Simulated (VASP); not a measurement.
**Hf: single point with PBE**

Crystal: Hf.

```
Hf
1.0
     3.15349    0.00000    0.00000
    -1.57675    2.73101    0.00000
     0.00000    0.00000    4.98944
Hf
2
Cartesian
  0.0000 1.8207 1.2474
  1.5767 0.9103 3.7421
```

This cell differs from its parent crystal: volume scaled by 0.96.

```json
{"Program": "VASP 6.6.1", "Task": "single point", "Functional": "PBE", "Potentials or basis": "VASP PAW PBE potentials, release 64 (Hf_pv)", "Cutoff": "520 eV", "k mesh": "13 × 13 × 7", "Occupations": "fermi-dirac, width 0.05 eV", "Spin": "no spin polarisation", "Dipole correction": "no", "Further INCAR settings": "ALGO = Normal; EDIFF = 1e-06; NBANDS = 17"}
```

* Pressure: 5.2 GPa
* Band gap on the k mesh: zero (band 10 reaches 6.39 eV, above the bottom of band 11 at 4.82 eV)

Levels at points of the mesh, in eV from the Fermi level:
| k point | band 6 | band 7 | band 8 | band 9 | band 10 | band 11 | band 12 | band 13 | band 14 | band 15 |
| --- | --- | --- | --- | --- | --- | --- | --- | --- | --- | --- |
| (0.00, 0.00, 0.00) | -30.06 | -7.52 | -3.84 | 0.79 | 1.18 | 1.18 | 1.48 | 2.05 | 2.05 | 2.72 |

Wall time 30 s on 1 thread of AMD EPYC 9R45 96-Core Processor (Zen 5) (shared host), peak memory 0.16 GiB.

Caveat: spin-orbit coupling is left out, which moves the levels of the heavy elements.
